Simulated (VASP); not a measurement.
# NaCl (I4/mmm) in VASP: further runs

The runs below take NaCl through single point, with PBEsol.

Program: VASP 6.6.1. These are calculated values, not measurements. Logs are shortened: lines on timing, memory, paths and dates and some standing lists are left out, and cuts for length are marked.

### Step 1. The cell of the first run

Symmetry: I4/mmm, No. 139, tetragonal system. Conventional cell: a = 4.350 Å, b = 4.350 Å, c = 4.799 Å, α = 90.00°, β = 90.00°, γ = 90.00°. Within 3.2 Å of Na (site symmetry 4/mmm) lie 6 Cl at 2.40 to 3.08 Å. Within 3.2 Å of Cl (site symmetry 4/mmm) lie 6 Na at 2.40 to 3.08 Å.

### Step 2. Single point, PBEsol

The input, INCAR:

```
SYSTEM = NaCl
  ALGO = Normal
  EDIFF = 1E-6
  ENCUT = 520
  GGA = PS
  ISIF = 2
  ISMEAR = 0
  LASPH = .TRUE.
  LCHARG = .FALSE.
  LREAL = .FALSE.
  LWAVE = .FALSE.
  NBANDS = 14
  NELM = 80
  PREC = Accurate
  SIGMA = 0.05
```

The input, KPOINTS:

```
k-points
0
G
  8 8 8
  0 0 0
```

The input, POSCAR:

```
NaCl
1.0
    0.0000000000      3.0762623834      2.3994846590
    3.0762623834      0.0000000000      2.3994846590
    3.0762623834      3.0762623834      0.0000000000
Na Cl
1 1
Direct
    0.0000000000      0.0000000000      0.0000000000
    0.5000000000      0.5000000000      0.5000000000
```

Potentials or basis: VASP PAW PBE potentials, release 64 (Na_pv, Cl).

The run is started by

```sh
cat potpaw_PBE.64/Na_pv/POTCAR potpaw_PBE.64/Cl/POTCAR > POTCAR
mpirun -np 1 vasp_std > vasp.out
```

OUTCAR:

```text
SYSTEM = NaCl
   EDIFF = 1E-6
   ENCUT = 520
   GGA = PS
   ISIF = 2
   ISMEAR = 0
   LASPH = .TRUE.
   LREAL = .FALSE.
   NELM = 80
   PREC = Accurate

 ion  position               nearest neighbor table
   1  0.000  0.000  0.000-   2 2.40   2 2.40
   2  0.500  0.500  0.500-   1 2.40   1 2.40

  LATTYP: Found a body centered tetragonal cell.
 ALAT       =     4.3504919840
 C/A-ratio  =     1.1030865786

  Lattice vectors:

 A1 = (   0.0000000000,  -3.0762623834,  -2.3994846590)
 A2 = (   0.0000000000,   3.0762623834,  -2.3994846590)
 A3 = (   3.0762623834,   0.0000000000,   2.3994846590)

Analysis of symmetry for initial positions (statically):
=====================================================================
 Subroutine PRICEL returns:
 Original cell was already a primitive cell.

 Routine SETGRP: Setting up the symmetry group for a
 body centered tetragonal supercell.

 Subroutine GETGRP returns: Found 16 space group operations
 (whereof 16 operations were pure point group operations)
 out of a pool of 16 trial point group operations.

The static configuration has the point symmetry D_4h.

Analysis of symmetry for dynamics (positions and initial velocities):
=====================================================================
 Subroutine PRICEL returns:
 Original cell was already a primitive cell.

 Routine SETGRP: Setting up the symmetry group for a
 body centered tetragonal supercell.

 Subroutine GETGRP returns: Found 16 space group operations
 (whereof 16 operations were pure point group operations)
 out of a pool of 16 trial point group operations.

The dynamic configuration has the point symmetry D_4h.

 Subroutine INISYM returns: Found 16 space group operations
 (whereof 16 operations are pure point group operations),
 and found     1 'primitive' translations

----------------------------------------------------------------------------------------

                                     Primitive cell

  volume of cell :      45.4145

  direct lattice vectors                    reciprocal lattice vectors
     0.000000000  3.076262383  2.399484659    -0.162534900  0.162534900  0.208378077
     3.076262383  0.000000000  2.399484659     0.162534900 -0.162534900  0.208378077
     3.076262383  3.076262383  0.000000000     0.162534900  0.162534900 -0.208378077

  length of vectors
     3.901399349  3.901399349  4.350491984     0.310252495  0.310252495  0.310252495

  position of ions in fractional coordinates (direct lattice)
     0.000000000  0.000000000  0.000000000
     0.500000000  0.500000000  0.500000000

  ion indices of the primitive-cell ions
   primitive index   ion index
                 1           1
                 2           2

----------------------------------------------------------------------------------------

 KPOINTS: k-points

Automatic generation of k-mesh.
 Grid dimensions read from file:
 generate k-points for:    8    8    8

 Generating k-lattice:

  Cartesian coordinates                     Fractional coordinates (reciprocal lattice)
    -0.020316863  0.020316863  0.026047260     0.125000000  0.000000000  0.000000000
     0.020316863 -0.020316863  0.026047260     0.000000000  0.125000000  0.000000000
     0.020316863  0.020316863 -0.026047260     0.000000000  0.000000000  0.125000000

  Length of vectors
     0.038781562  0.038781562  0.038781562

  Shift w.r.t. Gamma in fractional coordinates (k-lattice)
     0.000000000  0.000000000  0.000000000

 Subroutine IBZKPT returns following result:
 ===========================================

 Found     59 irreducible k-points:

 Following reciprocal coordinates:
            Coordinates               Weight
  0.000000  0.000000  0.000000      1.000000
  0.125000  0.000000  0.000000      8.000000
  0.250000  0.000000  0.000000      8.000000
  0.375000  0.000000  0.000000      8.000000
  0.500000  0.000000  0.000000      4.000000
  0.125000  0.125000  0.000000      2.000000
[... 16 lines left out ...]
  0.250000  0.000000  0.125000     16.000000
  0.375000  0.000000  0.125000     16.000000
 [... further k-points ...]
   k-points           NKPTS =     59   k-points in BZ     NKDIM =     59   number of bands    NBANDS=     14
   number of dos      NEDOS =    301   number of ions     NIONS =      2
   total plane-waves  NPLWV =  28800
   dimension x,y,z NGX =    30 NGY =   30 NGZ =   32
   dimension x,y,z NGXF=    60 NGYF=   60 NGZF=   64
   ions per type =               1   1
   NGX,Y,Z   is equivalent  to a cutoff of  12.78, 12.78, 12.23 a.u.
   NGXF,Y,Z  is equivalent  to a cutoff of  25.57, 25.57, 24.46 a.u.
 SYSTEM =  NaCl
   PREC   = accura    normal or accurate (medium, high low for compatibility)
   ISTART =      0    job   : 0-new  1-cont  2-samecut
   ICHARG =      2    charge: 1-file 2-atom 10-const
   ISPIN  =      1    spin polarized calculation?
   LNONCOLLINEAR =      F non collinear calculations
   LSORBIT =      F    spin-orbit coupling
   LASPH  =      T    aspherical Exc in radial PAW
   ENCUT  =  520.0 eV  38.22 Ry    6.18 a.u.   7.25  7.25  8.09*2*pi/ulx,y,z
   NELM   =     80;   NELMIN=  2; NELMDL= -5     # of ELM steps
   EDIFF  = 0.1E-05   stopping-criterion for ELM
   LREAL  =      F    real-space projection
   EDIFFG = 0.1E-04   stopping-criterion for IOM
   NSW    =      0    number of steps for IOM
   IBRION =     -1    ionic relax: 0-MD 1-quasi-New 2-CG
   NFREE  =      0    steps in history (QN), initial steepest desc. (CG)
   ISIF   =      2    stress and relaxation
   ISYM   =      2    0-nonsym 1-usesym 2-fastsym
   POTIM  = 0.5000    time-step for ionic-motion
   TEBEG  =    0.0;   TEEND  =   0.0 temperature during run
   PSTRESS=    0.0 pullay stress
   NELECT =      14.0000    total number of electrons
   NUPDOWN=      -1.0000    fix difference up-down
   EMIN   =  10.00;   EMAX   =-10.00  energy-range for DOS
   EFERMI =   0.00;   METHOD = LEGACY
   ISMEAR =     0;   SIGMA  =   0.05  broadening in eV -4-tet -1-fermi 0-gaus
   EFERMI_NEDOS =   21; number of points for ismear=-14 and -15
   IALGO  =     38    algorithm
   IMIX   =      4    mixing-type and parameters
     AMIX     =   0.40;   BMIX     =  1.00
     AMIX_MAG =   1.60;   BMIX_MAG =  1.00
  volume/ion in A,a.u.               =      22.71       153.24
  Fermi-wavevector in a.u.,A,eV,Ry     =   1.105909  2.089864 16.640388  1.223034
  Thomas-Fermi vector in A             =   2.242402
   LORBIT       =      0    0 simple, 1 ext, 2 COOP (PROOUT), +10 PAW based schemes
   GGA     = PS    functional components
   LHFCALC =     F    Hartree Fock is set to
   AEXX    =    0.0000 exact exchange contribution
   IVDW    =     0    specifies the selected vdW correction
   LEPSILON=     F    determine dielectric tensor
   LRPA    =     F    only Hartree local field effects (RPA)
 non-spin polarized calculation
 Gauss-broadening in eV      SIGMA  =   0.05
  energy-cutoff  :      520.00
  volume of cell :       45.41
 maximum number of plane-waves:      1246
 NGX is ok and might be reduce to    30
   NGX = 15   NGY = 15   NGZ = 17

 number of electron      14.0000006 magnetization

 Free energy of the ion-electron system (eV)
  ---------------------------------------------------
  ext. energy  EPLUGINS =         0.00000000
  ---------------------------------------------------
  free energy    TOTEN  =        -6.66238905 eV

  energy without entropy =       -6.66238905  energy(sigma->0) =       -6.66238905

 E-fermi :  -0.5052     XC(G=0):  -8.1946

 val. band max:       -0.8277407503   @ k =   0.0000   0.0000   0.0000
 cond. band min:       4.0261852419   @ k =   0.0000   0.0000   0.0000
 fundamental gap:      4.8539259922
 Fermi energy:        -0.5052490885

 k-point     1 :       0.0000    0.0000    0.0000
  band No.  band energies     occupation
      1     -21.4457      2.00000
      2     -21.4280      2.00000
      3     -21.4280      2.00000
      4     -13.5611      2.00000
      5      -1.0592      2.00000
      6      -0.8277      2.00000
      7      -0.8277      2.00000
      8       4.0262      0.00000
      9       9.8611      0.00000
     10       9.8611      0.00000
     11      10.7894      0.00000
     12      11.6499      0.00000
     13      13.5733      0.00000
     14      14.1942      0.00000

 k-point     2 :       0.1250    0.0000    0.0000
  band No.  band energies     occupation
      1     -21.4512      2.00000
      2     -21.4295      2.00000
      3     -21.4290      2.00000
      4     -13.5042      2.00000
      5      -1.3340      2.00000
      6      -0.9448      2.00000
      7      -0.9049      2.00000
      8       4.5125      0.00000
      9       9.6128      0.00000
     10       9.8659      0.00000
     11      10.8759      0.00000
     12      11.2951      0.00000
     13      13.0498      0.00000
     14      15.0271      0.00000

 k-point     3 :       0.2500    0.0000    0.0000
  band No.  band energies     occupation
      1     -21.4658      2.00000
      2     -21.4315      2.00000
      3     -21.4314      2.00000
      4     -13.3629      2.00000
      5      -2.0323      2.00000
      6      -1.0810      2.00000
      7      -1.0323      2.00000
      8       5.4723      0.00000
      9       9.0156      0.00000
     10       9.4566      0.00000
     11      11.6152      0.00000
     12      11.9090      0.00000
     13      12.6998      0.00000
     14      15.4111      0.00000
[... 324 lines left out ...]
 k-point    23 :       0.2500    0.0000    0.1250
  band No.  band energies     occupation
      1     -21.4546      2.00000
      2     -21.4341      2.00000
      3     -21.4294      2.00000
      4     -13.4234      2.00000
      5      -1.7575      2.00000
      6      -1.1835      2.00000
      7      -0.9671      2.00000
      8       5.4178      0.00000
      9       8.9174      0.00000
     10       9.6295      0.00000
     11      11.2604      0.00000
     12      11.5652      0.00000
     13      13.0773      0.00000
     14      15.6102      0.00000

 k-point    24 :       0.3750    0.0000    0.1250
  band No.  band energies     occupation
      1     -21.4697      2.00000
      2     -21.4355      2.00000
      3     -21.4317      2.00000
      4     -13.2797      2.00000
      5      -2.3463      2.00000
      6      -1.3157      2.00000
      7      -1.1180      2.00000
      8       6.2506      0.00000
      9       8.8050      0.00000
     10       9.0822      0.00000
     11      11.5723      0.00000
     12      12.7201      0.00000
     13      13.7465      0.00000
     14      15.5570      0.00000

 [... further k-points ...]
[... 5 lines left out ...]
  --------------------------------------------------------------------------------------
  -------------------------------------------------------------------------------------
  Total       -0.5739126     -0.5739126      4.5203926      0.0000000      0.0000000      0.0000000
  in kB      -20.2470444    -20.2470444    159.4747819      0.0000000      0.0000000      0.0000000
  external PRESSURE =      39.6602311 kB  Pullay stress =       0.0000000 kB

 VOLUME and BASIS-vectors are now :
 -----------------------------------------------------------------------------
  energy-cutoff  :      520.00
  volume of cell :       45.41
      direct lattice vectors                 reciprocal lattice vectors
     0.000000000  3.076262383  2.399484659    -0.162534900  0.162534900  0.208378077
     3.076262383  0.000000000  2.399484659     0.162534900 -0.162534900  0.208378077
     3.076262383  3.076262383  0.000000000     0.162534900  0.162534900 -0.208378077

 POSITION                                       TOTAL-FORCE (eV/Angst)
 -----------------------------------------------------------------------------------
      0.00000      0.00000      0.00000        -0.000000      0.000000     -0.000000
      3.07626      3.07626      2.39948         0.000000      0.000000      0.000000
 -----------------------------------------------------------------------------------
    total drift:                                0.000000      0.000000      0.000000

  FREE ENERGIE OF THE ION-ELECTRON SYSTEM (eV)
  ---------------------------------------------------
  free  energy   TOTEN  =        -6.6623890533 eV

  energy  without entropy=       -6.6623890533  energy(sigma->0) =       -6.66238905
```

Wall time 65 s (1 thread of AMD EPYC 7R13, shared host); peak memory 0.15 GiB.

What came out:

- Free energy: -6.6624 eV
- Pressure: 4.0 GPa
- Band gap on the k mesh: 4.85 eV

Stress tensor (GPa, compression positive):
```
-2.02  0.00  0.00
 0.00 -2.02  0.00
 0.00  0.00 15.95
```

Levels at points of the mesh, in eV from the valence-band top:
| k point | band 5 | band 6 | band 7 | band 8 | band 9 | band 10 |
| --- | --- | --- | --- | --- | --- | --- |
| (0.00, 0.00, 0.00) | -0.23 | 0.00 | 0.00 | 4.85 | 10.69 | 10.69 |
| (0.50, 0.00, 0.00) | -2.02 | -0.48 | -0.30 | 6.96 | 9.74 | 10.25 |
| (0.50, 0.50, 0.00) | -1.46 | -0.98 | -0.98 | 7.28 | 7.88 | 12.56 |
| (0.50, 0.00, 0.50) | -1.79 | -0.75 | -0.17 | 7.61 | 8.51 | 10.23 |

Caveat: the stress differs along the axes, from -2 to 16 GPa; the PAW data sets were made with another functional, which shifts forces and pressure a little.

(Part 1 of 2 ends here.)
